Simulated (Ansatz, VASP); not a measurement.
## One calculation of Cd2B2N, two programs

Contents of POSCAR:

```
Cd2B2N
1.0
    0.0000000000      3.6952970000      0.0000000000
    3.6952970000      0.0000000000      0.0000000000
    1.8476480000      1.8476480000     -4.9342460000
B Cd N
2 2 1
Direct
    0.3780000000      0.3780000000      0.2440000000
    0.6220000000      0.6220000000      0.7560000000
    0.7500000000      0.2500000000      0.5000000000
    0.2500000000      0.7500000000      0.5000000000
    0.0000000000      0.0000000000      0.0000000000
```

Contents of INCAR.step1:

```
SYSTEM = Cd2B2N
PREC = Accurate
ENCUT = 520
ISMEAR = -1
SIGMA = 0.1
LREAL = .FALSE.
LASPH = .TRUE.
NELM = 100
NBANDS = 26
GGA = PE
ALGO = Normal
EDIFF = 1E-4
LWAVE = .TRUE.
LCHARG = .FALSE.
```

INCAR.step2

```
SYSTEM = Cd2B2N
PREC = Accurate
ENCUT = 520
EDIFF = 1E-6
ISMEAR = -1
SIGMA = 0.1
LREAL = .FALSE.
LASPH = .TRUE.
NELM = 100
ALGO = Normal
ISIF = 2
LWAVE = .FALSE.
LCHARG = .TRUE.
METAGGA = R2SCAN
LMIXTAU = .TRUE.
LELF = .TRUE.
LVHAR = .TRUE.
NBANDS = 26
ISTART = 1
```

KPOINTS

```
Automatic mesh
0
G
  10 10 10
  0 0 0
```

Input for Ansatz:

```yaml
crystal:
  lattice:
    - [0.0, 3.695297, 0.0]
    - [3.695297, 0.0, 0.0]
    - [1.847648, 1.847648, -4.934246]
  atoms:
    - { symbol: B, position: [0.378, 0.378, 0.244] }
    - { symbol: B, position: [0.622, 0.622, 0.756] }
    - { symbol: Cd, position: [0.75, 0.25, 0.5] }
    - { symbol: Cd, position: [0.25, 0.75, 0.5] }
    - { symbol: "N", position: [0.0, 0.0, 0.0] }
  symmetry: { tolerance: 0.0003 }
kpoints:
  mp_grid: { grid: [10, 10, 10], shift: [0, 0, 0] }
  band_path:
    path:
      - [0.0, 0.0, 0.0]
      - [0.5, 0.5, 0.5]
      - [0.5, 0.5, 0.25]
      - [0.0, 0.5, 0.0]
      - [0.0, 0.0, 0.0]
      - [0.0, 0.0, -0.5]
      - [0.0, 0.42989207, -0.28505396]
      - [0.0, 0.57010793, 0.28505396]
      - [0.0, 0.0, 0.0]
      - [0.5, 0.5, 0.5]
      - [0.42989207, 0.57010793, 0.5]
    npoints: 14
magnetization:
  spin_polarized: false
scf:
  occupations: { method: fermi_dirac }
  lower_state_search: "off"
  max_iter: 200
hamiltonian:
  pseudopotentials: { kind: paw }
  xc: r2scan
basis:
  ecutwfc: 500
  fft_grid_basis: typed
output:
  forces: true
  stress: true
  eigenvalues: true
  bader: true
  populations: true
  elf: true
  write_potential: true
  volumetric_format: npy
  dos:
    e_range: [-12, 8]
    de: 0.05
    projected: { site_lists: { B: [B], Cd: [Cd], "N": ["N"] } }
  write_density: true
checkpoint:
  read: saved_state
```

Alike in both runs: task single point; functional r2SCAN; k mesh 10 × 10 × 10; no spin polarisation.

```csv
,VASP,Ansatz
version,VASP 6.6.1,Ansatz 0.2.0
potentials or method,"VASP PAW PBE potentials, release 64 (B, Cd, N), cutoff 520 eV",PAW plane waves
occupations,"fermi-dirac, width 0.1 eV",fermi-dirac
valence electrons in the cell,35,51
```

Ansatz gave:

* pressure (GPa): 16.8
* traceless stress, the component that is largest in VASP (GPa): -28.33
* rms of the force components (eV/Å): 1.762

Question: What did VASP give for the same quantities?

Answer: Pressure (GPa): 18.2; traceless stress, the component that is largest in VASP (GPa): -28.95; rms of the force components (eV/Å): 1.798.

VASP's potentials were made for PBE, not for r2SCAN. Atom by atom the forces differ by 0.036 eV/Å (rms over components). VASP's potentials hold 35 valence electrons a cell and Ansatz's 51, so a difference there can come from the potentials and not from the codes.
